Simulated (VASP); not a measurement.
A run of VASP 6.6.1 is set up as follows.

File INCAR:

```
  AGGAC = 1.0
  AGGAX = 1.0
  ALDAC = 0.0
  ALDAX = 1.0
  ALGO = Normal
  EDIFF = 1E-7
  ENCUT = 520
  GGA = B5
  ISIF = 2
  ISMEAR = -1
  IVDW = 13
  LASPH = T
  LCHARG = F
  LREAL = F
  LWAVE = F
  NBANDS = 56
  NELM = 60
  PREC = Accurate
  SIGMA = 0.05
  VDW_A1 = 0.44488865
  VDW_A2 = 4.0933009
  VDW_S6 = 1.0
  VDW_S8 = 2.34076671
```

File KPOINTS:

```
k-points
0
Gamma
  5 5 5
```

The input POSCAR:

```
HfO2
1.0
    5.1603441222      0.0000000000     -0.0050746944
    0.0000000000      5.2057668088      0.0000000000
   -0.8709370176      0.0000000000      5.2877563696
Hf O
4 8
Direct
    0.2752029904      0.4587708779      0.7086764131
    0.7247970096      0.9587708779      0.7913235869
    0.7247970096      0.5412291221      0.2913235869
    0.2752029904      0.0412291221      0.2086764131
    0.0669722161      0.1729582721      0.8490453018
    0.9330277839      0.6729582721      0.6509546982
    0.9330277839      0.8270417279      0.1509546982
    0.0669722161      0.3270417279      0.3490453018
    0.4483067412      0.7430735513      0.9759734299
    0.5516932588      0.2430735513      0.5240265701
    0.5516932588      0.2569264487      0.0240265701
    0.4483067412      0.7569264487      0.4759734299
```

Potentials or basis: VASP PAW PBE potentials, release 64 (Hf_pv, O).

The run is started by

```console
$ cat potpaw_PBE.64/Hf_pv/POTCAR potpaw_PBE.64/O/POTCAR > POTCAR
$ mpirun -np 1 vasp_std > vasp.out
```

Q: What does it give for the pressure?

A: -2.3 GPa.

Q: Estimate the largest force.

A: 0.063 eV/Å.

Forces in eV/Å, atoms in the order of the input:
```
Hf  -0.041 -0.012 -0.047
Hf   0.041 -0.012  0.047
Hf   0.041  0.012  0.047
Hf  -0.041  0.012 -0.047
O    0.011 -0.003  0.029
O   -0.011 -0.003 -0.029
O   -0.011  0.003 -0.029
O    0.011  0.003  0.029
O    0.036  0.000 -0.006
O   -0.036  0.000  0.006
O   -0.036  0.000  0.006
O    0.036  0.000 -0.006
```

Caveat: the PAW data sets were made with another functional, which shifts forces and pressure a little; spin-orbit coupling is left out, which moves the levels of the heavy elements.

**Experimental background.**

From “Temperature dependence of self-trapped exciton luminescence in nanostructured hafnia powder”, 2021, arxiv:2112.02602, for a bulk crystal of HfO2: band gap 5.54 eV (indirect).

Against the measured gap of HfO2, 5.54 eV (indirect; quoted in “Temperature dependence of self-trapped exciton luminescence in nanostructured hafnia powder”, 2021, arxiv:2112.02602), the calculated 4.10 eV is off by -1.44 eV. Spin-orbit coupling on Hf is left out. The value is that of BLYP+D4 on a finite k mesh, which can miss the band edges, without temperature or zero-point motion. Semilocal functionals fall short of measured gaps as a rule.
